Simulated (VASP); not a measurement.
# Si (Cm) in VASP: a series of runs

The runs below take Si through single point, with LDA.

Everything below comes from runs of VASP 6.6.1. Logs are shortened: lines on timing, memory, paths and dates and some standing lists are left out, and cuts for length are marked.

### 1 The cell of the first run

Symmetry: Cm, No. 8, monoclinic system. The conventional cell has a = 6.636 Å, b = 3.831 Å, c = 6.333 Å, α = 90.00°, β = 90.00°, γ = 90.00°. Si (site symmetry m) has 4 Si at 2.09 to 2.74 Å within 2.8 Å. Within 3.1 Å of Si (site symmetry m) lie 4 Si at 2.35 to 2.37 Å. Si (site symmetry m) has 4 Si at 2.09 to 2.35 Å within 2.8 Å. Within 3.1 Å of Si (site symmetry m) lie 4 Si at 2.35 to 2.74 Å.

### 2 Single point, LDA (atom 1 (Si) moved by (-0.300, +0.300) A along y and z)

The input, INCAR:

```
PREC     = Accurate       # precision mode
ENCUT    = 520            # plane-wave cutoff, eV
EDIFF    = 1E-7           # SCF threshold, eV
ISMEAR   = 0              # smearing method
SIGMA    = 0.03           # smearing width, eV
LREAL    = False          # projectors in reciprocal space
LASPH    = True           # aspherical terms in the spheres
NELM     = 100            # most SCF steps
ALGO     = Normal         # electronic algorithm
ISIF     = 2              # what is computed and relaxed
LWAVE    = False          # write WAVECAR
LCHARG   = True           # write CHGCAR
LELF     = True           # ELF
LVHAR    = True         
NBANDS   = 16             # bands
```

The input, KPOINTS:

```
Automatic mesh
0
Gamma
  12 12 6
```

The input, POSCAR:

```
Si
1.0
    3.8313174605      0.0000000000      0.0000000000
   -1.9156587303      3.3180182508      0.0000000000
    0.0000000000      0.0000000000      6.3326220002
Si
4
Direct
    0.2881256254      0.5762512508      0.1103832419
    0.6666666667      0.3333333333      0.5630095000
    0.3333333333      0.6666666667      0.4369905000
    0.6666666667      0.3333333333      0.9369905000
```

Potentials or basis: VASP PAW LDA potentials, release 64 (Si).

Launch:

```
cat potpaw_LDA.64/Si/POTCAR > POTCAR
mpirun -np 1 vasp_std > vasp.out
```

OUTCAR:

```text
PREC = Accurate
   ENCUT = 520
   EDIFF = 1E-7
   ISMEAR = 0
   LREAL = False
   LASPH = True
   NELM = 100
   ISIF = 2

 ion  position               nearest neighbor table
   1  0.288  0.576  0.110-   3 2.09   4 2.35   4 2.35   4 2.74
   2  0.667  0.333  0.563-   3 2.35   3 2.35   3 2.35   4 2.37
   3  0.333  0.667  0.437-   1 2.09   2 2.35   2 2.35   2 2.35
   4  0.667  0.333  0.937-   1 2.35   1 2.35   2 2.37   1 2.74

  LATTYP: Found a hexagonal cell.
 ALAT       =     3.8313174605
 C/A-ratio  =     1.6528575524

  Lattice vectors:

 A1 = (   3.8313174605,   0.0000000000,   0.0000000000)
 A2 = (  -1.9156587303,   3.3180182508,   0.0000000000)
 A3 = (   0.0000000000,   0.0000000000,   6.3326220002)

Analysis of symmetry for initial positions (statically):
=====================================================================
 Subroutine PRICEL returns:
 Original cell was already a primitive cell.

 Routine SETGRP: Setting up the symmetry group for a
 hexagonal supercell.

 Subroutine GETGRP returns: Found  2 space group operations
 (whereof  2 operations were pure point group operations)
 out of a pool of 24 trial point group operations.

The static configuration has the point symmetry C_1h.

Analysis of symmetry for dynamics (positions and initial velocities):
=====================================================================
 Subroutine PRICEL returns:
 Original cell was already a primitive cell.

 Routine SETGRP: Setting up the symmetry group for a
 hexagonal supercell.

 Subroutine GETGRP returns: Found  2 space group operations
 (whereof  2 operations were pure point group operations)
 out of a pool of 24 trial point group operations.

The dynamic configuration has the point symmetry C_1h.

 Subroutine INISYM returns: Found  2 space group operations
 (whereof  2 operations are pure point group operations),
 and found     1 'primitive' translations

----------------------------------------------------------------------------------------

                                     Primitive cell

  volume of cell :      80.5027

  direct lattice vectors                    reciprocal lattice vectors
     3.831317461  0.000000000  0.000000000     0.261006823  0.150692360  0.000000000
    -1.915658730  3.318018251  0.000000000     0.000000000  0.301384720  0.000000000
     0.000000000  0.000000000  6.332622000     0.000000000  0.000000000  0.157912473

  length of vectors
     3.831317461  3.831317461  6.332622000     0.301384720  0.301384720  0.157912473

  position of ions in fractional coordinates (direct lattice)
     0.288125625  0.576251251  0.110383242
     0.666666667  0.333333333  0.563009500
     0.333333333  0.666666667  0.436990500
     0.666666667  0.333333333  0.936990500

  ion indices of the primitive-cell ions
   primitive index   ion index
                 1           1
                 2           2
                 3           3
                 4           4

----------------------------------------------------------------------------------------

 KPOINTS: Automatic mesh

Automatic generation of k-mesh.
 Grid dimensions read from file:
 generate k-points for:   12   12    6

 Generating k-lattice:

  Cartesian coordinates                     Fractional coordinates (reciprocal lattice)
     0.021750569  0.012557697  0.000000000     0.083333333  0.000000000  0.000000000
     0.000000000  0.025115393  0.000000000     0.000000000  0.083333333  0.000000000
     0.000000000  0.000000000  0.026318745     0.000000000  0.000000000  0.166666667

  Length of vectors
     0.025115393  0.025115393  0.026318745

  Shift w.r.t. Gamma in fractional coordinates (k-lattice)
     0.000000000  0.000000000  0.000000000

 Subroutine IBZKPT returns following result:
 ===========================================

 Found    242 irreducible k-points:

 Following reciprocal coordinates:
            Coordinates               Weight
  0.000000  0.000000  0.000000      1.000000
  0.083333  0.000000  0.000000      4.000000
  0.000000  0.083333  0.000000      2.000000
[... 45 lines left out ...]
 Fermi energy:         6.3197315986

 k-point     1 :       0.0000    0.0000    0.0000
  band No.  band energies     occupation
      1      -6.3857      2.00000
      2      -3.6294      2.00000
      3      -1.8876      2.00000
      4       4.1500      2.00000
      5       4.5727      2.00000
      6       4.7987      2.00000
[... 8 lines left out ...]
     15      10.5776      0.00000
     16      11.8176      0.00000

 k-point     2 :       0.0833    0.0000    0.0000
  band No.  band energies     occupation
      1      -6.3061      2.00000
      2      -3.5468      2.00000
      3      -1.8494      2.00000
      4       3.5604      2.00000
      5       4.3210      2.00000
      6       4.7227      2.00000
[... 8 lines left out ...]
     15      10.4910      0.00000
     16      11.5035      0.00000

 k-point     3 :       0.0000    0.0833    0.0000
  band No.  band energies     occupation
      1      -6.3088      2.00000
      2      -3.5522      2.00000
      3      -1.8458      2.00000
      4       3.8398      2.00000
      5       4.0083      2.00000
      6       4.7466      2.00000
[... 8 lines left out ...]
     15      10.6840      0.00000
     16      11.4453      0.00000

 k-point     4 :       0.1667    0.0000    0.0000
  band No.  band energies     occupation
      1      -6.0694      2.00000
      2      -3.3005      2.00000
      3      -1.7598      2.00000
      4       2.4563      2.00000
      5       3.8291      2.00000
      6       4.3102      2.00000
[... 8 lines left out ...]
     15      11.3195      0.00000
     16      11.3729      0.00000
[... 324 lines left out ...]
 k-point    22 :       0.3333    0.0833    0.0000
  band No.  band energies     occupation
      1      -4.8358      2.00000
      2      -2.2502      2.00000
      3      -1.9090      2.00000
      4       0.8134      2.00000
      5       1.2620      2.00000
      6       2.6058      2.00000
[... 8 lines left out ...]
     15      12.2298      0.00000
     16      13.1274      0.00000

 k-point    23 :      -0.0833    0.4167    0.0000
  band No.  band energies     occupation
      1      -4.9259      2.00000
      2      -2.2541      2.00000
      3      -1.8350      2.00000
      4       0.6039      2.00000
      5       2.0240      2.00000
      6       2.4746      2.00000
[... 8 lines left out ...]
     15      12.3695      0.00000
     16      13.1994      0.00000

 k-point    24 :      -0.4167    0.3333    0.0000
  band No.  band energies     occupation
      1      -4.8096      2.00000
      2      -2.2668      2.00000
      3      -1.9080      2.00000
      4       0.8204      2.00000
      5       1.1593      2.00000
      6       2.5886      2.00000
[... 8 lines left out ...]
     15      12.3731      0.00000
     16      13.0596      0.00000

 [... further k-points ...]

------------------------ aborting loop because EDIFF is reached ----------------------------------------

  FORCE on cell =-STRESS in cart. coord.  units (eV):
  Direction    XX          YY          ZZ          XY          YZ          ZX
  --------------------------------------------------------------------------------------
  -------------------------------------------------------------------------------------
  Total       -0.9956934     -2.6906420      4.2652962      0.0000000      1.7850394     -0.0000000
  in kB      -19.8164452    -53.5495748     84.8885869      0.0000000     35.5261303     -0.0000000
  external PRESSURE =       3.8408556 kB  Pullay stress =       0.0000000 kB

 VOLUME and BASIS-vectors are now :
 -----------------------------------------------------------------------------
  energy-cutoff  :      520.00
  volume of cell :       80.50
      direct lattice vectors                 reciprocal lattice vectors
     3.831317461  0.000000000  0.000000000     0.261006823  0.150692360  0.000000000
    -1.915658730  3.318018251  0.000000000     0.000000000  0.301384720  0.000000000
     0.000000000  0.000000000  6.332622000     0.000000000  0.000000000  0.157912473

 POSITION                                       TOTAL-FORCE (eV/Angst)
 -----------------------------------------------------------------------------------
     -0.00000      1.91201      0.69902        -0.000000      0.802920     -4.976839
      1.91566      1.10601      3.56533        -0.000000      0.097335      0.361035
     -0.00000      2.21201      2.76730        -0.000000      0.273786      3.460258
      1.91566      1.10601      5.93361         0.000000     -1.174040      1.155546
 -----------------------------------------------------------------------------------
    total drift:                                0.000000     -0.000042      0.000026

  FREE ENERGIE OF THE ION-ELECTRON SYSTEM (eV)
  ---------------------------------------------------
  free  energy   TOTEN  =       -22.8118919891 eV

  energy  without entropy=      -22.8115316326  energy(sigma->0) =      -22.81171181
```

Wall time 100 s (1 thread of AMD EPYC 9R45 (Zen 5), shared host); peak memory 0.29 GiB.

What came out:

```
Free energy            : -22.8119 eV
Pressure               : 0.4 GPa
Largest force          : 5.041 eV/Å
Band gap on the k mesh : zero (bands 8 and 9 overlap by 0.73 eV)
```

Forces on the atoms (eV/Å):
```
Si   0.000  0.803 -4.977
Si   0.000  0.097  0.361
Si   0.000  0.274  3.460
Si   0.000 -1.174  1.156
```

Caveat: the cell differs from its parent crystal (atom 1 (Si) moved by (-0.300, +0.300) A along y and z); semilocal functionals underestimate gaps, so a narrow gap can read as zero; forces of over 1 eV/Å act on the atoms, so gaps and moduli don't describe the material at rest.

### 3 Single point, LDA (atom 1 (Si) moved by (-0.600, -0.300) A along y and z)

The input, INCAR:

```
SYSTEM = Si
PREC = Accurate ; ENCUT = 520
EDIFF = 1E-6 ; ISMEAR = 0
SIGMA = 0.03 ; LREAL = .FALSE.
LASPH = .TRUE. ; NELM = 60
ALGO = Normal ; ISIF = 2
LWAVE = .FALSE. ; LCHARG = .FALSE.
GGA = CA ; NBANDS = 16
```

The input, KPOINTS:

```
regular mesh
0
G
  12 12 6
  0 0 0
```

Changes to POSCAR since step 2:

```diff
@@ -8,3 +8,3 @@
 Direct
-    0.2881256254      0.5762512508      0.1103832419
+    0.2429179175      0.4858358349      0.0156357581
     0.6666666667      0.3333333333      0.5630095000
```

Potentials or basis: VASP PAW LDA potentials, release 64 (Si).

Launch:

```
cat potpaw_LDA.64/Si/POTCAR > POTCAR
mpirun -np 1 vasp_std > vasp.out
```

Wall time 84 s (1 thread of Intel Xeon 6975P-C (Granite Rapids), shared host); peak memory 0.31 GiB.

Results (log left out):

| Item | Value |
| --- | --- |
| Free energy | -21.4865 eV |
| Pressure | 4.8 GPa |
| Largest force | 5.678 eV/Å |
| Band gap on the k mesh | zero (bands 8 and 9 overlap by 1.27 eV) |

Forces in eV/Å, atoms in the order of the input:
```
Si   0.000  4.037  3.993
Si   0.000  0.028 -0.349
Si   0.000 -0.489 -1.016
Si   0.000 -3.576 -2.628
```

Stress tensor (GPa, compression positive):
```
24.32  0.00  0.00
 0.00 -5.10  0.74
 0.00  0.74 -4.74
```

Levels at points of the mesh, in eV from the Fermi level:
| k point | band 6 | band 7 | band 8 | band 9 | band 10 | band 11 |
| --- | --- | --- | --- | --- | --- | --- |
| (0.00, 0.00, 0.00) | -0.51 | 0.20 | 0.38 | 0.80 | 1.59 | 1.86 |
| (0.50, 0.00, 0.00) | -3.04 | -2.67 | -1.34 | -0.11 | 1.83 | 2.79 |
| (0.00, 0.50, 0.00) | -4.32 | -1.91 | -1.86 | -0.66 | 1.85 | 2.35 |
| (0.00, 0.00, 0.50) | -0.80 | -0.74 | 0.61 | 0.93 | 1.17 | 1.93 |
| (0.50, 0.00, 0.50) | -2.49 | -1.97 | -1.24 | 0.10 | 0.26 | 1.32 |
| (0.00, 0.50, 0.50) | -2.94 | -2.24 | -1.81 | -0.36 | 1.16 | 1.32 |

Caveat: the cell differs from its parent crystal (atom 1 (Si) moved by (-0.600, -0.300) A along y and z); the cell stands under pressure; forces of over 1 eV/Å act on the atoms, so gaps and moduli don't describe the material at rest.

### 4 Single point, LDA (atom 1 (Si) moved by (-0.600, +0.300) A along y and z)

The input, INCAR:

```
SYSTEM = Si
ALGO = Normal
EDIFF = 1E-7
ENCUT = 520
ISIF = 2
ISMEAR = 0
LASPH = .True.
LCHARG = .False.
LREAL = .False.
LWAVE = .False.
NBANDS = 16
NELM = 60
PREC = Accurate
SIGMA = 0.03
```

The input, KPOINTS:

```
k-points
0
Gamma
  12 12 6
  0 0 0
```

Changes to POSCAR since step 3:

```diff
@@ -8,3 +8,3 @@
 Direct
-    0.2429179175      0.4858358349      0.0156357581
+    0.2429179175      0.4858358349      0.1103832419
     0.6666666667      0.3333333333      0.5630095000
```

Launch:

```
cat potpaw_LDA.64/Si/POTCAR > POTCAR
mpirun -np 1 vasp_std > vasp.out
```

Wall time 92 s (1 thread of Intel Xeon 6975P-C (Granite Rapids), shared host); peak memory 0.32 GiB.

It converged, with:

* Free energy: -22.5527 eV
* Pressure: 0.5 GPa
* Largest force: 2.672 eV/Å
* Band gap on the k mesh: zero (bands 8 and 9 overlap by 0.94 eV)

Forces on the atoms (eV/Å):
```
Si   0.000  0.835 -2.538
Si   0.000  0.087  0.322
Si   0.000  0.274  2.197
Si   0.000 -1.196  0.019
```

Stress tensor (GPa, compression positive):
```
 0.43  0.00  0.00
 0.00 -4.06  3.80
 0.00  3.80  5.03
```

Levels at points of the mesh, in eV from the Fermi level:
| k point | band 6 | band 7 | band 8 | band 9 | band 10 | band 11 |
| --- | --- | --- | --- | --- | --- | --- |
| (0.00, 0.00, 0.00) | -1.30 | -0.73 | 0.38 | 0.87 | 1.80 | 1.95 |
| (0.50, 0.00, 0.00) | -4.06 | -3.15 | -0.96 | -0.09 | 1.64 | 2.55 |
| (0.00, 0.50, 0.00) | -3.64 | -3.05 | -1.86 | -0.28 | 0.98 | 1.64 |
| (0.00, 0.00, 0.50) | -1.45 | -1.44 | 0.66 | 1.01 | 1.46 | 1.93 |
| (0.50, 0.00, 0.50) | -3.00 | -2.73 | -1.26 | -0.24 | 0.42 | 0.73 |
| (0.00, 0.50, 0.50) | -3.17 | -3.17 | -2.74 | 0.20 | 0.63 | 0.92 |

Caveat: the cell differs from its parent crystal (atom 1 (Si) moved by (-0.600, +0.300) A along y and z); forces of over 1 eV/Å act on the atoms, so gaps and moduli don't describe the material at rest.

### 5 Single point, LDA (atom 1 (Si) moved by (-0.300, -0.600) A along y and z)

The input, INCAR:

```
PREC = Accurate ; ENCUT = 520
EDIFF = 1E-7 ; ISMEAR = 0
SIGMA = 0.03 ; LREAL = F
LASPH = T ; NELM = 80
ALGO = Normal ; ISIF = 2
LWAVE = F ; LCHARG = F
NBANDS = 16
```

The input, KPOINTS:

```
Automatic mesh
0
Gamma
  12 12 6
```

Changes to POSCAR since step 4:

```diff
@@ -8,3 +8,3 @@
 Direct
-    0.2429179175      0.4858358349      0.1103832419
+    0.2881256254      0.5762512508     -0.0317379837
     0.6666666667      0.3333333333      0.5630095000
```

Launch:

```
cat potpaw_LDA.64/Si/POTCAR > POTCAR
mpirun -np 1 vasp_std > vasp.out
```

Wall time 1.9 min (1 thread of Intel Xeon 6975P-C (Granite Rapids), shared host); peak memory 0.32 GiB.

Results (log left out):

| Quantity | Value |
| --- | --- |
| Free energy | -21.7680 eV |
| Pressure | 3.7 GPa |
| Largest force | 4.943 eV/Å |
| Band gap on the k mesh | zero (bands 8 and 9 overlap by 1.23 eV) |

Forces in eV/Å, atoms in the order of the input:
```
Si   0.000  4.114  2.741
Si   0.000  0.020 -0.840
Si   0.000 -0.106 -1.001
Si   0.000 -4.028 -0.900
```

Stress tensor (GPa, compression positive):
```
18.34  0.00  0.00
 0.00 -2.81 -0.07
 0.00 -0.07 -4.52
```

Levels at points of the mesh, in eV from the Fermi level:
| k point | band 6 | band 7 | band 8 | band 9 | band 10 | band 11 |
| --- | --- | --- | --- | --- | --- | --- |
| (0.00, 0.00, 0.00) | -0.30 | -0.02 | 0.23 | 1.08 | 1.31 | 2.23 |
| (0.50, 0.00, 0.00) | -3.22 | -2.48 | -1.52 | -0.10 | 2.14 | 3.18 |
| (0.00, 0.50, 0.00) | -4.18 | -1.78 | -1.71 | -0.62 | 2.03 | 3.43 |
| (0.00, 0.00, 0.50) | -0.93 | -0.52 | -0.24 | 0.48 | 1.23 | 2.19 |
| (0.50, 0.00, 0.50) | -2.29 | -1.90 | -0.80 | 0.10 | 0.22 | 1.48 |
| (0.00, 0.50, 0.50) | -2.62 | -2.00 | -0.99 | -0.39 | 1.01 | 1.44 |

Caveat: the cell differs from its parent crystal (atom 1 (Si) moved by (-0.300, -0.600) A along y and z); the cell stands under pressure; forces of over 1 eV/Å act on the atoms, so gaps and moduli don't describe the material at rest.

### 6 Single point, LDA (atom 1 (Si) moved by (-0.300, +0.000) A along y and z)

The input, INCAR:

```
SYSTEM = Si
PREC = Accurate ; ENCUT = 520
EDIFF = 1E-6 ; ISMEAR = 0
SIGMA = 0.03 ; LREAL = .False.
LASPH = .True. ; NELM = 60
ALGO = Normal ; ISIF = 2
LWAVE = .False. ; LCHARG = .False.
GGA = CA ; NBANDS = 16
```

The input, KPOINTS:

```
Automatic mesh
0
Gamma
  12 12 6
  0 0 0
```

Changes to POSCAR since step 5:

```diff
@@ -8,3 +8,3 @@
 Direct
-    0.2881256254      0.5762512508     -0.0317379837
+    0.2881256254      0.5762512508      0.0630095000
     0.6666666667      0.3333333333      0.5630095000
```

Potentials or basis: VASP PAW LDA potentials, release 64 (Si).

Launch:

```
cat potpaw_LDA.64/Si/POTCAR > POTCAR
mpirun -np 1 vasp_std > vasp.out
```

Wall time 94 s (1 thread of Intel Xeon 6975P-C (Granite Rapids), shared host); peak memory 0.31 GiB.

The run converged. Its results:

| Item | Value |
| --- | --- |
| Free energy | -23.3502 eV |
| Pressure | -0.9 GPa |
| Largest force | 2.609 eV/Å |
| Band gap on the k mesh | zero (bands 8 and 9 overlap by 0.67 eV) |

Forces on the atoms (eV/Å):
```
Si   0.000  2.500  0.749
Si   0.000  0.052  0.001
Si   0.000 -0.227 -0.115
Si   0.000 -2.324 -0.635
```

Stress tensor (GPa, compression positive):
```
 4.07  0.00  0.00
 0.00 -4.61  2.24
 0.00  2.24 -2.12
```

Levels at points of the mesh, in eV from the Fermi level:
| k point | band 4 | band 5 | band 6 | band 7 | band 8 | band 9 | band 10 | band 11 | band 12 | band 13 |
| --- | --- | --- | --- | --- | --- | --- | --- | --- | --- | --- |
| (0.00, 0.00, 0.00) | -2.42 | -1.47 | -0.76 | -0.71 | 0.40 | 0.74 | 1.13 | 1.89 | 2.01 | 2.95 |
| (0.50, 0.00, 0.00) | -6.60 | -4.88 | -3.55 | -3.17 | -1.55 | 0.00 | 1.87 | 2.75 | 2.86 | 4.26 |
| (0.00, 0.50, 0.00) | -5.73 | -5.11 | -3.65 | -2.95 | -2.01 | -0.28 | 1.68 | 2.07 | 2.73 | 3.75 |
| (0.00, 0.00, 0.50) | -4.56 | -2.16 | -1.24 | -1.23 | -0.14 | 1.20 | 1.41 | 1.74 | 2.63 | 2.64 |
| (0.50, 0.00, 0.50) | -7.59 | -3.01 | -2.84 | -2.61 | -2.09 | 0.34 | 0.42 | 1.14 | 1.29 | 5.29 |
| (0.00, 0.50, 0.50) | -6.66 | -3.24 | -2.97 | -2.86 | -2.73 | 0.29 | 0.59 | 1.05 | 1.64 | 5.15 |

Caveat: the cell differs from its parent crystal (atom 1 (Si) moved by (-0.300, +0.000) A along y and z); semilocal functionals underestimate gaps, so a narrow gap can read as zero; forces of over 1 eV/Å act on the atoms, so gaps and moduli don't describe the material at rest.

### 7 The runs side by side

| cell | gap on the mesh (eV) | pressure (GPa) | largest force (eV/Å) |
| --- | --- | --- | --- |
| as given, atomic positions A | none | 0.4 | 5.04 |
| as given, atomic positions B | none | 4.8 | 5.68 |
| as given, atomic positions C | none | 0.5 | 2.67 |
| as given, atomic positions D | none | 3.7 | 4.94 |
| as given, atomic positions E | none | -0.9 | 2.61 |

Alike in all rows: task single point; level LDA; potentials or basis VASP PAW LDA potentials, release 64 (Si); no spin polarisation; k mesh 12 × 12 × 6; cutoff (eV) 520; smearing gaussian 0.03 eV.

Caveats: forces of over 1 eV/Å act on the atoms, so gaps and moduli don't describe the material at rest; semilocal functionals underestimate gaps, so a narrow gap can read as zero (at least some runs); the cell stands under pressure (at least some runs).

Absolute energies hang on the potentials; compare differences alone.
